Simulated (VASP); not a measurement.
# Cu (Cmme) in VASP: single point with PBEsol

Aim: the single point of Cu with PBEsol.

Everything below comes from runs of VASP 6.6.1. Logs are shortened: lines on timing, memory, paths and dates and some standing lists are left out, and cuts for length are marked.

## (1) The cell of the first run

It takes space group Cmme (No. 67, orthorhombic). Conventional cell: a = 2.720 Å, b = 4.087 Å, c = 4.087 Å, α = 90.00°, β = 90.00°, γ = 90.00°. Within 3.2 Å of Cu (site symmetry mm2) lie 14 Cu at 2.41 to 2.93 Å.

## (2) Single point, PBEsol (atoms displaced along a vibrational mode)

INCAR reads:

```
  PREC = Accurate
  ENCUT = 520
  EDIFF = 1E-7
  ISMEAR = 0
  SIGMA = 0.15
  LREAL = False
  LASPH = True
  NELM = 100
  ALGO = Fast
  ISIF = 2
  LWAVE = False
  LCHARG = False
  GGA = PS
  NBANDS = 18
```

KPOINTS reads:

```
regular mesh
0
Gamma
  26 26 14
```

POSCAR reads:

```
Cu
1.0
   -1.4450917219      1.4450917219      1.3600072129
    1.4450917219     -1.4450917219      1.3600072129
    2.8901834438      2.8901834438      0.0000000000
Cu
2
Direct
    0.0000000000      0.0000000000      0.0073397429
    0.5000000000      0.5000000000      0.4926602571
```

Potentials or basis: VASP PAW PBE potentials, release 64 (Cu).

Started as:

```sh
> cat potpaw_PBE.64/Cu/POTCAR > POTCAR
> mpirun -np 1 vasp_std > vasp.out
```

OUTCAR:

```text
PREC = Accurate
   ENCUT = 520
   EDIFF = 1E-7
   ISMEAR = 0
   LREAL = False
   LASPH = True
   NELM = 100
   ISIF = 2
   GGA = PS

 ion  position               nearest neighbor table
   1  0.000  0.000  0.007-   2 2.41   2 2.41   2 2.51   2 2.51
   2  0.500  0.500  0.493-   1 2.41   1 2.41   1 2.51   1 2.51

  LATTYP: Found a base centered orthorhombic cell.
 ALAT       =     2.7200144258
 B/A-ratio  =     1.5026893186
 C/A-ratio  =     1.5026893186

  Lattice vectors:

 A1 = (  -1.4450917219,   1.4450917219,   1.3600072129)
 A2 = (   1.4450917219,  -1.4450917219,   1.3600072129)
 A3 = (   2.8901834438,   2.8901834438,   0.0000000000)

Analysis of symmetry for initial positions (statically):
=====================================================================
 Subroutine PRICEL returns:
 Original cell was already a primitive cell.

 Routine SETGRP: Setting up the symmetry group for a
 base centered orthorhombic supercell.

 Subroutine GETGRP returns: Found  8 space group operations
 (whereof  4 operations were pure point group operations)
 out of a pool of  8 trial point group operations.

The static configuration has the point symmetry C_2v.
 The point group associated with its full space group is D_2h.

Analysis of symmetry for dynamics (positions and initial velocities):
=====================================================================
 Subroutine PRICEL returns:
 Original cell was already a primitive cell.

 Routine SETGRP: Setting up the symmetry group for a
 base centered orthorhombic supercell.

 Subroutine GETGRP returns: Found  8 space group operations
 (whereof  4 operations were pure point group operations)
 out of a pool of  8 trial point group operations.

The dynamic configuration has the point symmetry C_2v.
 The point group associated with its full space group is D_2h.

 Subroutine INISYM returns: Found  8 space group operations
 (whereof  4 operations are pure point group operations),
 and found     1 'primitive' translations

----------------------------------------------------------------------------------------

                                     Primitive cell

  volume of cell :      22.7207

  direct lattice vectors                    reciprocal lattice vectors
    -1.445091722  1.445091722  1.360007213    -0.172999399  0.172999399  0.367645109
     1.445091722 -1.445091722  1.360007213     0.172999399 -0.172999399  0.367645109
     2.890183444  2.890183444  0.000000000     0.172999399  0.172999399  0.000000000

  length of vectors
     2.454831927  2.454831927  4.087336624     0.441611266  0.441611266  0.244658097

  position of ions in fractional coordinates (direct lattice)
     0.000000000  0.000000000  0.007339743
     0.500000000  0.500000000  0.492660257

  ion indices of the primitive-cell ions
   primitive index   ion index
                 1           1
                 2           2

----------------------------------------------------------------------------------------

 KPOINTS: regular mesh

Automatic generation of k-mesh.
 Grid dimensions read from file:
 generate k-points for:   26   26   14

 Generating k-lattice:

  Cartesian coordinates                     Fractional coordinates (reciprocal lattice)
    -0.006653823  0.006653823  0.014140196     0.038461538  0.000000000  0.000000000
     0.006653823 -0.006653823  0.014140196     0.000000000  0.038461538  0.000000000
     0.012357100  0.012357100  0.000000000     0.000000000  0.000000000  0.071428571

  Length of vectors
     0.016985049  0.016985049  0.017475578

  Shift w.r.t. Gamma in fractional coordinates (k-lattice)
     0.000000000  0.000000000  0.000000000

 Subroutine IBZKPT returns following result:
 ===========================================

 Found   1464 irreducible k-points:

 Following reciprocal coordinates:
            Coordinates               Weight
  0.000000  0.000000  0.000000      1.000000
  0.038462 -0.000000  0.000000      4.000000
  0.076923 -0.000000  0.000000      4.000000
  0.115385 -0.000000  0.000000      4.000000
  0.153846 -0.000000  0.000000      4.000000
  0.192308 -0.000000  0.000000      4.000000
[... 16 lines left out ...]
  0.346154  0.038462  0.000000      4.000000
  0.384615  0.038462  0.000000      4.000000
 [... further k-points ...]
   k-points           NKPTS =   1464   k-points in BZ     NKDIM =   1464   number of bands    NBANDS=     18
   number of dos      NEDOS =    301   number of ions     NIONS =      2
   total plane-waves  NPLWV =   9720
   dimension x,y,z NGX =    18 NGY =   18 NGZ =   30
   dimension x,y,z NGXF=    36 NGYF=   36 NGZF=   60
   ions per type =               2
   NGX,Y,Z   is equivalent  to a cutoff of  12.19, 12.19, 12.20 a.u.
   NGXF,Y,Z  is equivalent  to a cutoff of  24.38, 24.38, 24.40 a.u.
 SYSTEM =  unknown system
   PREC   = accura    normal or accurate (medium, high low for compatibility)
   ISTART =      0    job   : 0-new  1-cont  2-samecut
   ICHARG =      2    charge: 1-file 2-atom 10-const
   ISPIN  =      1    spin polarized calculation?
   LNONCOLLINEAR =      F non collinear calculations
   LSORBIT =      F    spin-orbit coupling
   LASPH  =      T    aspherical Exc in radial PAW
   ENCUT  =  520.0 eV  38.22 Ry    6.18 a.u.   4.56  4.56  7.60*2*pi/ulx,y,z
   NELM   =    100;   NELMIN=  2; NELMDL= -5     # of ELM steps
   EDIFF  = 0.1E-06   stopping-criterion for ELM
   LREAL  =      F    real-space projection
   EDIFFG = 0.1E-05   stopping-criterion for IOM
   NSW    =      0    number of steps for IOM
   IBRION =     -1    ionic relax: 0-MD 1-quasi-New 2-CG
   NFREE  =      0    steps in history (QN), initial steepest desc. (CG)
   ISIF   =      2    stress and relaxation
   ISYM   =      2    0-nonsym 1-usesym 2-fastsym
   POTIM  = 0.5000    time-step for ionic-motion
   TEBEG  =    0.0;   TEEND  =   0.0 temperature during run
   PSTRESS=    0.0 pullay stress
   NELECT =      22.0000    total number of electrons
   NUPDOWN=      -1.0000    fix difference up-down
   EMIN   =  10.00;   EMAX   =-10.00  energy-range for DOS
   EFERMI =   0.00;   METHOD = LEGACY
   ISMEAR =     0;   SIGMA  =   0.15  broadening in eV -4-tet -1-fermi 0-gaus
   EFERMI_NEDOS =   21; number of points for ismear=-14 and -15
   IALGO  =     68    algorithm
   IMIX   =      4    mixing-type and parameters
     AMIX     =   0.40;   BMIX     =  1.00
     AMIX_MAG =   1.60;   BMIX_MAG =  1.00
  volume/ion in A,a.u.               =      11.36        76.66
  Fermi-wavevector in a.u.,A,eV,Ry     =   1.619602  3.060605 35.689600  2.623112
  Thomas-Fermi vector in A             =   2.713677
   LORBIT       =      0    0 simple, 1 ext, 2 COOP (PROOUT), +10 PAW based schemes
   GGA     = PS    functional components
   LHFCALC =     F    Hartree Fock is set to
   AEXX    =    0.0000 exact exchange contribution
   IVDW    =     0    specifies the selected vdW correction
   LEPSILON=     F    determine dielectric tensor
   LRPA    =     F    only Hartree local field effects (RPA)
 non-spin polarized calculation
 RMM-DIIS sequential band-by-band and
 Gauss-broadening in eV      SIGMA  =   0.15
  energy-cutoff  :      520.00
  volume of cell :       22.72
 maximum number of plane-waves:       632
   NGX =  9   NGY =  9   NGZ = 15

 number of electron      22.0000006 magnetization

 Free energy of the ion-electron system (eV)
  ---------------------------------------------------
  ext. energy  EPLUGINS =         0.00000000
  ---------------------------------------------------
  free energy    TOTEN  =        -8.52990969 eV

  energy without entropy =       -8.52218737  energy(sigma->0) =       -8.52604853

 E-fermi :   7.8856     XC(G=0): -13.1351

 val. band max:        7.8849312032   @ k =   0.5000   0.2308   0.0000
 cond. band min:       7.8861655819   @ k =   0.2308   0.2308   0.5000
 fundamental gap:      0.0012343786
 Fermi energy:         7.8856123664

 k-point     1 :       0.0000    0.0000    0.0000
  band No.  band energies     occupation
      1      -1.7965      2.00000
      2       2.5790      2.00000
      3       4.1140      2.00000
      4       4.4966      2.00000
      5       4.7461      2.00000
      6       4.7589      2.00000
[... 10 lines left out ...]
     17      32.6535      0.00000
     18      32.6678      0.00000

 k-point     2 :       0.0385   -0.0000    0.0000
  band No.  band energies     occupation
      1      -1.7505      2.00000
      2       2.6069      2.00000
      3       4.1153      2.00000
      4       4.5032      2.00000
      5       4.7414      2.00000
      6       4.7627      2.00000
[... 10 lines left out ...]
     17      32.4108      0.00000
     18      32.6576      0.00000

 k-point     3 :       0.0769   -0.0000    0.0000
  band No.  band energies     occupation
      1      -1.6130      2.00000
      2       2.6887      2.00000
      3       4.1176      2.00000
      4       4.5150      2.00000
      5       4.7270      2.00000
      6       4.7818      2.00000
[... 10 lines left out ...]
     17      32.0284      0.00000
     18      32.2014      0.00000

 k-point     4 :       0.1154   -0.0000    0.0000
  band No.  band energies     occupation
      1      -1.3858      2.00000
      2       2.8193      2.00000
      3       4.1168      2.00000
      4       4.5124      2.00000
      5       4.7020      2.00000
      6       4.8351      2.00000
[... 10 lines left out ...]
     17      30.8281      0.00000
     18      32.9439      0.00000

 k-point     5 :       0.1538   -0.0000    0.0000
  band No.  band energies     occupation
      1      -1.0722      2.00000
      2       2.9893      2.00000
      3       4.1081      2.00000
      4       4.4834      2.00000
      5       4.6650      2.00000
      6       4.9239      2.00000
[... 10 lines left out ...]
     17      29.6723      0.00000
     18      31.6193      0.00000

 k-point     6 :       0.1923   -0.0000    0.0000
  band No.  band energies     occupation
      1      -0.6773      2.00000
      2       3.1848      2.00000
      3       4.0892      2.00000
      4       4.4327      2.00000
      5       4.6147      2.00000
      6       4.6687      2.00000
[... 10 lines left out ...]
     17      28.3235      0.00000
     18      30.3729      0.00000

 k-point     7 :       0.2308   -0.0000    0.0000
  band No.  band energies     occupation
      1      -0.2087      2.00000
      2       3.3840      2.00000
      3       4.0655      2.00000
      4       4.3678      2.00000
      5       4.4522      2.00000
      6       4.5508      2.00000
[... 10 lines left out ...]
     17      26.8450      0.00000
     18      29.3158      0.00000

 k-point     8 :       0.2692   -0.0000    0.0000
  band No.  band energies     occupation
      1       0.3216      2.00000
      2       3.5501      2.00000
      3       4.0593      2.00000
      4       4.2566      2.00000
      5       4.3214      2.00000
      6       4.4749      2.00000
[... 10 lines left out ...]
     17      25.3869      0.00000
     18      28.4050      0.00000
[... 229 lines left out ...]
     17      27.9338      0.00000
     18      31.2210      0.00000

 k-point    20 :       0.2308    0.0385    0.0000
  band No.  band energies     occupation
      1       0.0256      2.00000
      2       3.4556      2.00000
      3       4.0189      2.00000
      4       4.3915      2.00000
      5       4.4261      2.00000
      6       4.5646      2.00000
[... 10 lines left out ...]
     17      26.3494      0.00000
     18      30.2954      0.00000

 k-point    21 :       0.2692    0.0385    0.0000
  band No.  band energies     occupation
      1       0.5731      2.00000
      2       3.5696      2.00000
      3       4.0614      2.00000
      4       4.2255      2.00000
      5       4.3687      2.00000
      6       4.4914      2.00000
[... 10 lines left out ...]
     17      24.7885      0.00000
     18      29.4744      0.00000

 k-point    22 :       0.3077    0.0385    0.0000
  band No.  band energies     occupation
      1       1.1534      2.00000
      2       3.5935      2.00000
      3       4.0951      2.00000
      4       4.1554      2.00000
      5       4.3299      2.00000
      6       4.4122      2.00000
[... 10 lines left out ...]
     17      23.4169      0.00000
     18      28.7493      0.00000

 k-point    23 :       0.3462    0.0385    0.0000
  band No.  band energies     occupation
      1       1.7335      2.00000
      2       3.5588      2.00000
      3       4.0033      2.00000
      4       4.2216      2.00000
      5       4.3137      2.00000
      6       4.3655      2.00000
[... 10 lines left out ...]
     17      23.2988      0.00000
     18      28.1249      0.00000

 k-point    24 :       0.3846    0.0385    0.0000
  band No.  band energies     occupation
      1       2.2683      2.00000
      2       3.4956      2.00000
      3       3.9481      2.00000
      4       4.1724      2.00000
      5       4.3267      2.00000
      6       4.4005      2.00000
[... 10 lines left out ...]
     17      23.2593      0.00000
     18      27.6052      0.00000

 [... further k-points ...]
[... 5 lines left out ...]
  --------------------------------------------------------------------------------------
  -------------------------------------------------------------------------------------
  Total        0.1442378      0.1442378      0.1635266      0.0482531      0.0000000      0.0000000
  in kB       10.1710951     10.1710951     11.5312633      3.4026251      0.0000000      0.0000000
  external PRESSURE =      10.6244845 kB  Pullay stress =       0.0000000 kB

 VOLUME and BASIS-vectors are now :
 -----------------------------------------------------------------------------
  energy-cutoff  :      520.00
  volume of cell :       22.72
      direct lattice vectors                 reciprocal lattice vectors
    -1.445091722  1.445091722  1.360007213    -0.172999399  0.172999399  0.367645109
     1.445091722 -1.445091722  1.360007213     0.172999399 -0.172999399  0.367645109
     2.890183444  2.890183444  0.000000000     0.172999399  0.172999399  0.000000000

 POSITION                                       TOTAL-FORCE (eV/Angst)
 -----------------------------------------------------------------------------------
      0.02121      0.02121      0.00000        -0.347987     -0.347987      0.000000
      1.42388      1.42388      1.36001         0.347987      0.347987     -0.000000
 -----------------------------------------------------------------------------------
    total drift:                                0.000000      0.000000      0.000000

  FREE ENERGIE OF THE ION-ELECTRON SYSTEM (eV)
  ---------------------------------------------------
  free  energy   TOTEN  =        -8.5299096885 eV

  energy  without entropy=       -8.5221873720  energy(sigma->0) =       -8.52604853
```

Run time: 3.7 min. Hardware: 1 thread of Intel Xeon 6975P-C (Granite Rapids), shared host; peak memory 0.55 GiB.

Results:

- Free energy: -8.5299 eV
- Pressure: 1.1 GPa
- Largest force: 0.492 eV/Å
- Band gap on the k mesh: zero (bands 11 and 12 overlap by 6.52 eV)

Forces in eV/Å, atoms in the order of the input:
```
Cu  -0.348 -0.348  0.000
Cu   0.348  0.348  0.000
```

Stress tensor (GPa, compression positive):
```
1.02 0.34 0.00
0.34 1.02 0.00
0.00 0.00 1.15
```

Levels at points of the mesh, in eV from the Fermi level:
| k point | band 7 | band 8 | band 9 | band 10 | band 11 | band 12 | band 13 | band 14 | band 15 | band 16 |
| --- | --- | --- | --- | --- | --- | --- | --- | --- | --- | --- |
| (0.00, 0.00, 0.00) | -2.38 | -2.30 | -2.10 | -2.03 | -1.39 | -1.01 | 4.10 | 18.90 | 19.27 | 22.85 |
| (0.50, 0.00, 0.00) | -2.29 | -2.29 | -1.80 | -1.80 | 0.48 | 0.48 | 8.93 | 8.93 | 9.55 | 9.55 |
| (0.50, 0.50, 0.00) | -1.58 | -1.57 | -1.51 | -1.40 | -1.02 | 4.12 | 7.58 | 7.58 | 9.95 | 13.28 |
| (0.00, 0.00, 0.50) | -2.49 | -2.48 | -2.46 | -2.20 | -2.08 | -2.06 | 12.68 | 13.44 | 21.35 | 21.71 |
| (0.50, 0.00, 0.50) | -1.92 | -1.92 | -1.37 | -1.37 | -0.54 | -0.54 | 4.79 | 4.79 | 17.30 | 17.30 |
| (0.50, 0.50, 0.50) | -2.55 | -2.52 | -1.51 | -1.47 | 2.75 | 3.14 | 4.86 | 4.92 | 13.06 | 13.43 |

Caveat: the cell differs from its parent crystal (atoms displaced along a vibrational mode); the PAW data sets were made with another functional, which shifts forces and pressure a little.
